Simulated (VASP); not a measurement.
# ZnO (P6_3mc) in VASP: a series of runs, part 3 of 3

VASP 6.6.1.

## (5) Electric field gradients, PBE (zz strain of +2 %)

Input file INCAR:

```
SYSTEM = ZnO
PREC = Accurate
ENCUT = 520
EDIFF = 1E-8
ISMEAR = -1
SIGMA = 0.02
LREAL = .False.
LASPH = .True.
NELM = 60
ALGO = Normal
ISIF = 2
LWAVE = .False.
LCHARG = .False.
GGA = PE
LEFG = .True.
NBANDS = 26
```

Input file KPOINTS:

```
Automatic mesh
0
Gamma
  11 11 6
  0 0 0
```

Input file POSCAR:

```
ZnO
1.0
    3.2493987239      0.0000000000      0.0000000000
   -1.6246993619      2.8140618419      0.0000000000
    0.0000000000      0.0000000000      5.3078760000
Zn O
2 2
Direct
    0.3333333333      0.6666666667      0.0000000000
    0.6666666667      0.3333333333      0.5000000000
    0.3333333333      0.6666666667      0.3821000000
    0.6666666667      0.3333333333      0.8821000000
```

Potentials or basis: VASP PAW PBE potentials, release 64 (Zn, O).

Started as:

```sh
cat potpaw_PBE.64/Zn/POTCAR potpaw_PBE.64/O/POTCAR > POTCAR
mpirun -np 1 vasp_std > vasp.out
```

OUTCAR:

```text
SYSTEM = ZnO
   PREC = Accurate
   ENCUT = 520
   EDIFF = 1E-8
   ISMEAR = -1
   LREAL = .False.
   LASPH = .True.
   NELM = 60
   ISIF = 2
   GGA = PE

 ion  position               nearest neighbor table
   1  0.333  0.667  0.000-   4 1.98   4 1.98   4 1.98   3 2.03
   2  0.667  0.333  0.500-   3 1.98   3 1.98   3 1.98   4 2.03
   3  0.333  0.667  0.382-   2 1.98   2 1.98   2 1.98   1 2.03
   4  0.667  0.333  0.882-   1 1.98   1 1.98   1 1.98   2 2.03

  LATTYP: Found a hexagonal cell.
 ALAT       =     3.2493987239
 C/A-ratio  =     1.6334948250

  Lattice vectors:

 A1 = (   3.2493987239,   0.0000000000,   0.0000000000)
 A2 = (  -1.6246993619,   2.8140618419,   0.0000000000)
 A3 = (   0.0000000000,   0.0000000000,   5.3078760000)

Analysis of symmetry for initial positions (statically):
=====================================================================
 Subroutine PRICEL returns:
 Original cell was already a primitive cell.

 Routine SETGRP: Setting up the symmetry group for a
 hexagonal supercell.

 Subroutine GETGRP returns: Found 12 space group operations
 (whereof  6 operations were pure point group operations)
 out of a pool of 24 trial point group operations.

The static configuration has the point symmetry C_3v.
 The point group associated with its full space group is C_6v.

Analysis of symmetry for dynamics (positions and initial velocities):
=====================================================================
 Subroutine PRICEL returns:
 Original cell was already a primitive cell.

 Routine SETGRP: Setting up the symmetry group for a
 hexagonal supercell.

 Subroutine GETGRP returns: Found 12 space group operations
 (whereof  6 operations were pure point group operations)
 out of a pool of 24 trial point group operations.

The dynamic configuration has the point symmetry C_3v.
 The point group associated with its full space group is C_6v.

 Subroutine INISYM returns: Found 12 space group operations
 (whereof  6 operations are pure point group operations),
 and found     1 'primitive' translations

----------------------------------------------------------------------------------------

                                     Primitive cell

  volume of cell :      48.5353

  direct lattice vectors                    reciprocal lattice vectors
     3.249398724  0.000000000  0.000000000     0.307749244  0.177679109  0.000000000
    -1.624699362  2.814061842  0.000000000     0.000000000  0.355358217  0.000000000
     0.000000000  0.000000000  5.307876000     0.000000000  0.000000000  0.188399277

  length of vectors
     3.249398724  3.249398724  5.307876000     0.355358217  0.355358217  0.188399277

  position of ions in fractional coordinates (direct lattice)
     0.333333333  0.666666667  0.000000000
     0.666666667  0.333333333  0.500000000
     0.333333333  0.666666667  0.382100000
     0.666666667  0.333333333  0.882100000

  ion indices of the primitive-cell ions
   primitive index   ion index
                 1           1
                 2           2
                 3           3
                 4           4

[... 81 lines left out ...]
   PSTRESS=    0.0 pullay stress
   NELECT =      36.0000    total number of electrons
   NUPDOWN=      -1.0000    fix difference up-down
   EMIN   =  10.00;   EMAX   =-10.00  energy-range for DOS
   EFERMI =   0.00;   METHOD = LEGACY
   ISMEAR =    -1;   SIGMA  =   0.02  broadening in eV -4-tet -1-fermi 0-gaus
   EFERMI_NEDOS =   21; number of points for ismear=-14 and -15
   IALGO  =     38    algorithm
   IMIX   =      4    mixing-type and parameters
     AMIX     =   0.40;   BMIX     =  1.00
     AMIX_MAG =   1.60;   BMIX_MAG =  1.00
  volume/ion in A,a.u.               =      12.13        81.88
  Fermi-wavevector in a.u.,A,eV,Ry     =   1.481915  2.800413 29.879361  2.196071
  Thomas-Fermi vector in A             =   2.595766
   LORBIT       =      0    0 simple, 1 ext, 2 COOP (PROOUT), +10 PAW based schemes
   GGA     = PE    functional components
   LHFCALC =     F    Hartree Fock is set to
   AEXX    =    0.0000 exact exchange contribution
   IVDW    =     0    specifies the selected vdW correction
   LEPSILON=     F    determine dielectric tensor
   LRPA    =     F    only Hartree local field effects (RPA)
 non-spin polarized calculation
  energy-cutoff  :      520.00
  volume of cell :       48.54
 maximum number of plane-waves:      1326
   NGX = 13   NGY = 13   NGZ = 19

 number of electron      36.0000052 magnetization

 Free energy of the ion-electron system (eV)
  ---------------------------------------------------
  ext. energy  EPLUGINS =         0.00000000
  ---------------------------------------------------
  free energy    TOTEN  =       -17.84293225 eV

  energy without entropy =      -17.84293225  energy(sigma->0) =      -17.84293225

 E-fermi :   1.4291     XC(G=0): -10.8082

 val. band max:        1.0505559078   @ k =   0.0000   0.0000   0.0000
 cond. band min:       1.7849876530   @ k =   0.0000   0.0000   0.0000
 fundamental gap:      0.7344317452
 Fermi energy:         1.4290740922

 k-point     1 :       0.0000    0.0000    0.0000
  band No.  band energies     occupation
      1     -16.9101      2.00000
      2     -16.2414      2.00000
      3      -4.5981      2.00000
      4      -4.5981      2.00000
      5      -4.5063      2.00000
      6      -4.4728      2.00000
[... 685 lines left out ...]
     25      14.0343      0.00000
     26      15.4813      0.00000

 [... further k-points ...]
[... 5 lines left out ...]
  --------------------------------------------------------------------------------------
  -------------------------------------------------------------------------------------
  Total        1.3573549      1.3573549      0.1912512      0.0000000      0.0000000     -0.0000000
  in kB       44.8070737     44.8070737      6.3133120      0.0000000      0.0000000     -0.0000000
  external PRESSURE =      31.9758198 kB  Pullay stress =       0.0000000 kB

 VOLUME and BASIS-vectors are now :
 -----------------------------------------------------------------------------
  energy-cutoff  :      520.00
  volume of cell :       48.54
      direct lattice vectors                 reciprocal lattice vectors
     3.249398724  0.000000000  0.000000000     0.307749244  0.177679109  0.000000000
    -1.624699362  2.814061842  0.000000000     0.000000000  0.355358217  0.000000000
     0.000000000  0.000000000  5.307876000     0.000000000  0.000000000  0.188399277

 POSITION                                       TOTAL-FORCE (eV/Angst)
 -----------------------------------------------------------------------------------
     -0.00000      1.87604      0.00000         0.000000      0.000000      0.187783
      1.62470      0.93802      2.65394        -0.000000     -0.000000      0.187783
     -0.00000      1.87604      2.02814        -0.000000      0.000000     -0.187783
      1.62470      0.93802      4.68208         0.000000     -0.000000     -0.187783
 -----------------------------------------------------------------------------------
    total drift:                               -0.000000     -0.000000     -0.001304

  FREE ENERGIE OF THE ION-ELECTRON SYSTEM (eV)
  ---------------------------------------------------
  free  energy   TOTEN  =       -17.8429322519 eV

  energy  without entropy=      -17.8429322518  energy(sigma->0) =      -17.84293225

 Electric field gradients (V/A^2)
---------------------------------------------------------------------
 ion       V_xx      V_yy      V_zz      V_xy      V_xz      V_yz
---------------------------------------------------------------------
   1      -8.099    -8.101    16.200    -0.001     0.000    -0.000
   2      -8.099    -8.101    16.200    -0.001    -0.000     0.000
   3       0.534     0.529    -1.063    -0.004     0.000    -0.000
   4       0.534     0.529    -1.063    -0.004    -0.000     0.000
---------------------------------------------------------------------

 Electric field gradients after diagonalization (V/A^2)
 (convention: |V_zz| > |V_xx| > |V_yy|)
----------------------------------------------------------------------
 ion       V_xx      V_yy      V_zz     asymmetry (V_yy - V_xx)/ V_zz
----------------------------------------------------------------------
   1      -8.101    -8.099    16.200       0.000
   2      -8.101    -8.099    16.200       0.000
   3       0.536     0.527    -1.063       0.008
   4       0.536     0.527    -1.063       0.008
----------------------------------------------------------------------

           NMR quadrupolar parameters

 Cq : quadrupolar parameter    Cq=e*Q*V_zz/h
 eta: asymmetry parameters     (V_yy - V_xx)/ V_zz
 Q  : nuclear electric quadrupole moment in mb (millibarn)
----------------------------------------------------------------------
 ion       Cq(MHz)       eta       Q (mb)
----------------------------------------------------------------------
   1       0.039       0.000       1.000
   2       0.039       0.000       1.000
   3      -0.003       0.008       1.000
   4      -0.003       0.008       1.000
----------------------------------------------------------------------
```

stdout:

```text
POSCAR found type information on POSCAR ZnO
 POSCAR found :  2 types and       4 ions
 scaLAPACK will be used
 LDA part: xc-table for (Slater+PW92), standard interpolation
 POSCAR, INCAR and KPOINTS ok, starting setup
 FFT: planning ... GRIDC
 FFT: planning ... GRID_SOFT
 FFT: planning ... GRID
 WAVECAR not read
 entering main loop
ion   1

ion   2

ion   3

ion   4
```

Run time: 37 s. Hardware: 1 thread of Intel Xeon 6975P-C (Granite Rapids), shared host; peak memory 0.19 GiB.

What came out:

| Item | Value |
| --- | --- |
| Free energy | -17.8429 eV |
| Pressure | 3.2 GPa |
| Largest force | 0.188 eV/Å |
| Band gap on the k mesh | 0.73 eV |
| Largest electric field gradient by atom | Zn +16.2; O -1.1 V/Å² |

Forces on the atoms (eV/Å):
```
Zn   0.000  0.000  0.188
Zn   0.000  0.000  0.188
O    0.000  0.000 -0.188
O    0.000  0.000 -0.188
```

Electric field gradients, principal values (V/Å²):
```
atom   least  middle  greatest (by size)
1 Zn  -8.099  -8.101              16.200
2 Zn  -8.099  -8.101              16.200
 3 O   0.527   0.536              -1.063
 4 O   0.527   0.536              -1.063
```

Caveat: the cell differs from its parent crystal (zz strain of +2 %); the cell stands under pressure; without QUAD_EFG the Cq values of the log hold for a quadrupole moment of 1 mb, not for the nuclei.

## (6) Overview

| cell | gap on the mesh (eV) | pressure (GPa) | largest force (eV/Å) |
| --- | --- | --- | --- |
| a = 3.217, b = 3.217, c = 5.204 Å, angles 90.0, 90.0, 120.0°, 4 atoms | 0.80 | 9.3 | 0.14 |
| a = 3.249, b = 3.249, c = 5.152 Å, angles 90.0, 90.0, 120.0°, 4 atoms | 0.82 | 7.6 | 0.07 |
| a = 3.249, b = 3.249, c = 5.308 Å, angles 90.0, 90.0, 120.0°, 4 atoms | 0.73 | 3.2 | 0.19 |

Alike in all rows: task electric field gradients; level PBE; potentials or basis VASP PAW PBE potentials, release 64 (Zn, O); no spin polarisation; k mesh 11 × 11 × 6; cutoff (eV) 520; smearing fermi-dirac 0.02 eV.

Caveats: the cell stands under pressure.

Total energies depend on the potentials used, so only differences within one code and one set of settings carry meaning.
